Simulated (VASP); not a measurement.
# HfC (NiAs type) (P6_3/mmc) in VASP: notebook

HfC (NiAs type) is run at these levels: PBE; tasks: single point.

Program: VASP 6.6.1. These are calculated values, not measurements. Logs are shortened: lines on timing, memory, paths and dates and some standing lists are left out, and cuts for length are marked.

## 1. The cell of the first run

Symmetry: P6_3/mmc, No. 194, hexagonal system. Conventional cell: a = 3.193 Å, b = 3.193 Å, c = 5.672 Å, α = 90.00°, β = 90.00°, γ = 120.00°. Within 3.2 Å of Hf (site symmetry -3m) lie 6 C at 2.33 Å and 8 Hf at 2.84 to 3.19 Å. Within 3.2 Å of C (site symmetry -6m2) lie 6 Hf at 2.33 Å and 6 C at 3.19 Å.

## 2. Single point, PBE

INCAR

```
ALGO = Normal
EDIFF = 1E-6
ENCUT = 520
GGA = PE
ISIF = 2
ISMEAR = -1
LASPH = True
LCHARG = False
LREAL = False
LWAVE = False
NBANDS = 22
NELM = 80
PREC = Accurate
SIGMA = 0.05
```

KPOINTS

```
k-points
0
Gamma
  10 10 6
```

POSCAR

```
HfC
1.0
    3.1930483247      0.0000000000      0.0000000000
   -1.5965241624      2.7652609647      0.0000000000
    0.0000000000      0.0000000000      5.6718182090
Hf C
2 2
Direct
    0.0000000000      0.0000000000      0.0000000000
    0.0000000000      0.0000000000      0.5000000000
    0.3333333333      0.6666666667      0.2500000000
    0.6666666667      0.3333333333      0.7500000000
```

Potentials or basis: VASP PAW PBE potentials, release 64 (Hf_pv, C).

On the command line:

```bash
cat potpaw_PBE.64/Hf_pv/POTCAR potpaw_PBE.64/C/POTCAR > POTCAR
mpirun -np 1 vasp_std > vasp.out
```

OUTCAR:

```text
EDIFF = 1E-6
   ENCUT = 520
   GGA = PE
   ISIF = 2
   ISMEAR = -1
   LASPH = True
   LREAL = False
   NELM = 80
   PREC = Accurate

 ion  position               nearest neighbor table
   1  0.000  0.000  0.000-   3 2.33   4 2.33   4 2.33   3 2.33   4 2.33   3 2.33   2 2.84   2 2.84

   2  0.000  0.000  0.500-   3 2.33   4 2.33   4 2.33   3 2.33   4 2.33   3 2.33   1 2.84   1 2.84

   3  0.333  0.667  0.250-   1 2.33   2 2.33   1 2.33   2 2.33   1 2.33   2 2.33
   4  0.667  0.333  0.750-   1 2.33   2 2.33   1 2.33   2 2.33   1 2.33   2 2.33

  LATTYP: Found a hexagonal cell.
 ALAT       =     3.1930483247
 C/A-ratio  =     1.7763020262

  Lattice vectors:

 A1 = (   3.1930483247,   0.0000000000,   0.0000000000)
 A2 = (  -1.5965241624,   2.7652609647,   0.0000000000)
 A3 = (   0.0000000000,   0.0000000000,   5.6718182090)

Analysis of symmetry for initial positions (statically):
=====================================================================
 Subroutine PRICEL returns:
 Original cell was already a primitive cell.

 Routine SETGRP: Setting up the symmetry group for a
 hexagonal supercell.

 Subroutine GETGRP returns: Found 24 space group operations
 (whereof 12 operations were pure point group operations)
 out of a pool of 24 trial point group operations.

The static configuration has the point symmetry D_3d.
 The point group associated with its full space group is D_6h.

Analysis of symmetry for dynamics (positions and initial velocities):
=====================================================================
 Subroutine PRICEL returns:
 Original cell was already a primitive cell.

 Routine SETGRP: Setting up the symmetry group for a
 hexagonal supercell.

 Subroutine GETGRP returns: Found 24 space group operations
 (whereof 12 operations were pure point group operations)
 out of a pool of 24 trial point group operations.

The dynamic configuration has the point symmetry D_3d.
 The point group associated with its full space group is D_6h.

 Subroutine INISYM returns: Found 24 space group operations
 (whereof 12 operations are pure point group operations),
 and found     1 'primitive' translations

----------------------------------------------------------------------------------------

                                     Primitive cell

  volume of cell :      50.0800

  direct lattice vectors                    reciprocal lattice vectors
     3.193048325  0.000000000  0.000000000     0.313180353  0.180814761  0.000000000
    -1.596524162  2.765260965  0.000000000     0.000000000  0.361629522  0.000000000
     0.000000000  0.000000000  5.671818209     0.000000000  0.000000000  0.176310305

  length of vectors
     3.193048325  3.193048325  5.671818209     0.361629522  0.361629522  0.176310305

  position of ions in fractional coordinates (direct lattice)
     0.000000000  0.000000000  0.000000000
     0.000000000  0.000000000  0.500000000
     0.333333333  0.666666667  0.250000000
     0.666666667  0.333333333  0.750000000

  ion indices of the primitive-cell ions
   primitive index   ion index
                 1           1
                 2           2
                 3           3
                 4           4

----------------------------------------------------------------------------------------

 KPOINTS: k-points

Automatic generation of k-mesh.
 Grid dimensions read from file:
 generate k-points for:   10   10    6

 Generating k-lattice:

  Cartesian coordinates                     Fractional coordinates (reciprocal lattice)
     0.031318035  0.018081476  0.000000000     0.100000000 -0.000000000  0.000000000
     0.000000000  0.036162952  0.000000000     0.000000000  0.100000000  0.000000000
     0.000000000  0.000000000  0.029385051     0.000000000  0.000000000  0.166666667

  Length of vectors
     0.036162952  0.036162952  0.029385051

  Shift w.r.t. Gamma in fractional coordinates (k-lattice)
     0.000000000  0.000000000  0.000000000

 Subroutine IBZKPT returns following result:
 ===========================================

 Found     56 irreducible k-points:

 Following reciprocal coordinates:
            Coordinates               Weight
  0.000000  0.000000  0.000000      1.000000
  0.100000  0.000000  0.000000      6.000000
  0.200000  0.000000  0.000000      6.000000
  0.300000 -0.000000  0.000000      6.000000
  0.400000 -0.000000  0.000000      6.000000
  0.500000  0.000000  0.000000      3.000000
[... 16 lines left out ...]
  0.300000  0.100000  0.166667     24.000000
  0.400000  0.100000  0.166667     24.000000
 [... further k-points ...]
   k-points           NKPTS =     56   k-points in BZ     NKDIM =     56   number of bands    NBANDS=     22
   number of dos      NEDOS =    301   number of ions     NIONS =      4
   total plane-waves  NPLWV =  24192
   dimension x,y,z NGX =    24 NGY =   24 NGZ =   42
   dimension x,y,z NGXF=    48 NGYF=   48 NGZF=   84
   ions per type =               2   2
   NGX,Y,Z   is equivalent  to a cutoff of  12.50, 12.50, 12.31 a.u.
   NGXF,Y,Z  is equivalent  to a cutoff of  24.99, 24.99, 24.62 a.u.
 SYSTEM =  unknown system
   PREC   = accura    normal or accurate (medium, high low for compatibility)
   ISTART =      0    job   : 0-new  1-cont  2-samecut
   ICHARG =      2    charge: 1-file 2-atom 10-const
   ISPIN  =      1    spin polarized calculation?
   LNONCOLLINEAR =      F non collinear calculations
   LSORBIT =      F    spin-orbit coupling
   LASPH  =      T    aspherical Exc in radial PAW
   ENCUT  =  520.0 eV  38.22 Ry    6.18 a.u.   5.94  5.94 10.55*2*pi/ulx,y,z
   NELM   =     80;   NELMIN=  2; NELMDL= -5     # of ELM steps
   EDIFF  = 0.1E-05   stopping-criterion for ELM
   LREAL  =      F    real-space projection
   EDIFFG = 0.1E-04   stopping-criterion for IOM
   NSW    =      0    number of steps for IOM
   IBRION =     -1    ionic relax: 0-MD 1-quasi-New 2-CG
   NFREE  =      0    steps in history (QN), initial steepest desc. (CG)
   ISIF   =      2    stress and relaxation
   ISYM   =      2    0-nonsym 1-usesym 2-fastsym
   POTIM  = 0.5000    time-step for ionic-motion
   TEBEG  =    0.0;   TEEND  =   0.0 temperature during run
   PSTRESS=    0.0 pullay stress
   NELECT =      28.0000    total number of electrons
   NUPDOWN=      -1.0000    fix difference up-down
   EMIN   =  10.00;   EMAX   =-10.00  energy-range for DOS
   EFERMI =   0.00;   METHOD = LEGACY
   ISMEAR =    -1;   SIGMA  =   0.05  broadening in eV -4-tet -1-fermi 0-gaus
   EFERMI_NEDOS =   21; number of points for ismear=-14 and -15
   IALGO  =     38    algorithm
   IMIX   =      4    mixing-type and parameters
     AMIX     =   0.40;   BMIX     =  1.00
     AMIX_MAG =   1.60;   BMIX_MAG =  1.00
  volume/ion in A,a.u.               =      12.52        84.49
  Fermi-wavevector in a.u.,A,eV,Ry     =   1.348672  2.548620 24.747841  1.818915
  Thomas-Fermi vector in A             =   2.476321
   LORBIT       =      0    0 simple, 1 ext, 2 COOP (PROOUT), +10 PAW based schemes
   GGA     = PE    functional components
   LHFCALC =     F    Hartree Fock is set to
   AEXX    =    0.0000 exact exchange contribution
   IVDW    =     0    specifies the selected vdW correction
   LEPSILON=     F    determine dielectric tensor
   LRPA    =     F    only Hartree local field effects (RPA)
 non-spin polarized calculation
  energy-cutoff  :      520.00
  volume of cell :       50.08
 maximum number of plane-waves:      1372
 NGX is ok and might be reduce to    24
   NGX = 11   NGY = 11   NGZ = 21

 number of electron      28.0000007 magnetization

 Free energy of the ion-electron system (eV)
  ---------------------------------------------------
  ext. energy  EPLUGINS =         0.00000000
  ---------------------------------------------------
  free energy    TOTEN  =       -39.83129012 eV

  energy without entropy =      -39.82369054  energy(sigma->0) =      -39.82749033

 E-fermi :   5.8335     XC(G=0): -12.2551

 val. band max:        5.7587385742   @ k =   0.2000   0.0000   0.1667
 cond. band min:       5.8806808782   @ k =   0.2000   0.1000   0.0000
 fundamental gap:      0.1219423040
 Fermi energy:         5.8334987375

 k-point     1 :       0.0000    0.0000    0.0000
  band No.  band energies     occupation
      1     -24.5766      2.00000
      2     -23.6916      2.00000
      3     -23.6916      2.00000
      4     -23.5574      2.00000
      5     -23.5574      2.00000
      6     -23.3047      2.00000
[... 14 lines left out ...]
     21      12.5555      0.00000
     22      13.1182      0.00000

 k-point     2 :       0.1000    0.0000    0.0000
  band No.  band energies     occupation
      1     -24.5611      2.00000
      2     -23.7616      2.00000
      3     -23.7069      2.00000
      4     -23.6185      2.00000
      5     -23.5709      2.00000
      6     -23.2968      2.00000
[... 14 lines left out ...]
     21      12.6595      0.00000
     22      13.6327      0.00000

 k-point     3 :       0.2000    0.0000    0.0000
  band No.  band energies     occupation
      1     -24.5201      2.00000
      2     -23.9405      2.00000
      3     -23.7751      2.00000
      4     -23.7468      2.00000
      5     -23.6059      2.00000
      6     -23.2762      2.00000
[... 14 lines left out ...]
     21      13.2163      0.00000
     22      14.1320      0.00000
[... 476 lines left out ...]
 k-point    23 :       0.3000    0.1000    0.1667
  band No.  band energies     occupation
      1     -24.3666      2.00000
      2     -24.2267      2.00000
      3     -24.0535      2.00000
      4     -23.8433      2.00000
      5     -23.7101      2.00000
      6     -23.3238      2.00000
[... 14 lines left out ...]
     21      13.3295      0.00000
     22      14.1648      0.00000

 k-point    24 :       0.4000    0.1000    0.1667
  band No.  band energies     occupation
      1     -24.3467      2.00000
      2     -24.3229      2.00000
      3     -24.1490      2.00000
      4     -23.8780      2.00000
      5     -23.7411      2.00000
      6     -23.3083      2.00000
[... 14 lines left out ...]
     21      13.6375      0.00000
     22      14.1602      0.00000

 [... further k-points ...]

------------------------ aborting loop because EDIFF is reached ----------------------------------------

  FORCE on cell =-STRESS in cart. coord.  units (eV):
  Direction    XX          YY          ZZ          XY          YZ          ZX
  --------------------------------------------------------------------------------------
  -------------------------------------------------------------------------------------
  Total        4.3931486      4.3931486      4.2354216     -0.0000000      0.0000000      0.0000000
  in kB      140.5473154    140.5473154    135.5012530     -0.0000000      0.0000000      0.0000000
  external PRESSURE =     138.8652946 kB  Pullay stress =       0.0000000 kB

 VOLUME and BASIS-vectors are now :
 -----------------------------------------------------------------------------
  energy-cutoff  :      520.00
  volume of cell :       50.08
      direct lattice vectors                 reciprocal lattice vectors
     3.193048325  0.000000000  0.000000000     0.313180353  0.180814761  0.000000000
    -1.596524162  2.765260965  0.000000000     0.000000000  0.361629522  0.000000000
     0.000000000  0.000000000  5.671818209     0.000000000  0.000000000  0.176310305

 POSITION                                       TOTAL-FORCE (eV/Angst)
 -----------------------------------------------------------------------------------
      0.00000      0.00000      0.00000         0.000000      0.000000      0.000000
      0.00000      0.00000      2.83591         0.000000      0.000000      0.000000
     -0.00000      1.84351      1.41795        -0.000000      0.000000     -0.000000
      1.59652      0.92175      4.25386        -0.000000     -0.000000      0.000000
 -----------------------------------------------------------------------------------
    total drift:                               -0.000000      0.000000      0.000000

  FREE ENERGIE OF THE ION-ELECTRON SYSTEM (eV)
  ---------------------------------------------------
  free  energy   TOTEN  =       -39.8312901194 eV

  energy  without entropy=      -39.8236905397  energy(sigma->0) =      -39.82749033
```

Run time: 39 s. Hardware: 1 thread of Intel Xeon Platinum 8488C (Sapphire Rapids), shared host; peak memory 0.19 GiB.

What came out:

```
Free energy            : -39.8313 eV
Pressure               : 13.9 GPa
Band gap on the k mesh : zero (bands 14 and 15 overlap by 1.64 eV)
```

Stress tensor (GPa, compression positive):
```
14.05  0.00  0.00
 0.00 14.05  0.00
 0.00  0.00 13.55
```

Levels at points of the mesh, in eV from the Fermi level:
| k point | band 11 | band 12 | band 13 | band 14 | band 15 | band 16 | band 17 | band 18 |
| --- | --- | --- | --- | --- | --- | --- | --- | --- |
| (0.00, 0.00, 0.00) | -2.34 | -1.26 | 0.83 | 1.48 | 1.48 | 2.23 | 2.23 | 2.32 |
| (0.50, 0.00, 0.00) | -2.63 | -1.81 | -1.14 | -0.88 | 0.45 | 2.10 | 5.83 | 6.06 |
| (0.00, 0.00, 0.50) | -1.18 | -1.18 | -1.18 | -1.18 | 3.03 | 3.03 | 3.36 | 3.36 |
| (0.50, 0.00, 0.50) | -1.91 | -1.91 | -1.38 | -1.38 | 1.19 | 1.19 | 6.28 | 6.28 |

Caveat: the cell stands under pressure; spin-orbit coupling is left out, which moves the levels of the heavy elements.

[end of part 1 of 2]
